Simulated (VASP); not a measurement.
La2O3:

```
CELL_PARAMETERS angstrom
3.93078 0.00000 0.00000
-1.96539 3.40415 0.00000
0.00000 0.00000 6.11195
ATOMIC_POSITIONS crystal
La 0.66667 0.33333 0.75376
La 0.33333 0.66667 0.24624
O 0.66667 0.33333 0.35411
O 0.33333 0.66667 0.64589
O 0.00000 0.00000 0.00000
```

| Item | Value |
| --- | --- |
| Program | VASP 6.6.1 |
| Task | relaxation of cell and atoms |
| Functional | RPBE |
| Potentials or basis | VASP PAW PBE potentials, release 64 (La, O) |
| Cutoff | 600 eV |
| k mesh | 6 × 6 × 4 |
| Occupations | gaussian, width 0.01 eV |
| Spin | no spin polarisation |

At the start: pressure 4.5 GPa; volume 16.36 Å³/atom.

Q: How do energy, volume and symmetry change on relaxing?

A: Over 12 steps the energy falls by 9.5 meV/atom and the volume is 17.05 Å³/atom (+4.2 %); space group P-3m1 (No. 164, to 0.1 Å) before and after.

Step by step:
```tsv
step	energy change (eV)	largest force (eV/Å)	pressure (GPa)	volume (Å³)
1	0.0000	0.0375	4.52	81.78
2	-0.0097	0.4383	-3.49	87.37
3	-0.0398	0.2278	-0.01	84.70
4	-0.0449	0.0505	-0.02	84.97
5	-0.0458	0.0595	-0.01	85.13
6	-0.0469	0.0441	0.00	85.17
7	-0.0474	0.0268	0.02	85.21
8	-0.0475	0.0155	-0.03	85.25
9	-0.0475	0.0083	-0.07	85.28
10	-0.0475	0.0081	-0.08	85.30
11	-0.0475	0.0156	0.13	85.16
12	-0.0475	0.0012	0.00	85.24
```

Final structure:
```
La O
1.0
     3.95907    0.00000    0.00000
    -1.97954    3.42865    0.00000
     0.00000    0.00000    6.27969
La O
2 3
Direct
  0.66667 0.33333 0.75132
  0.33333 0.66667 0.24868
  0.66667 0.33333 0.35489
  0.33333 0.66667 0.64511
  0.00000 0.00000 0.00000
```

Caveat: the PAW data sets were made with another functional, which shifts forces and pressure a little.
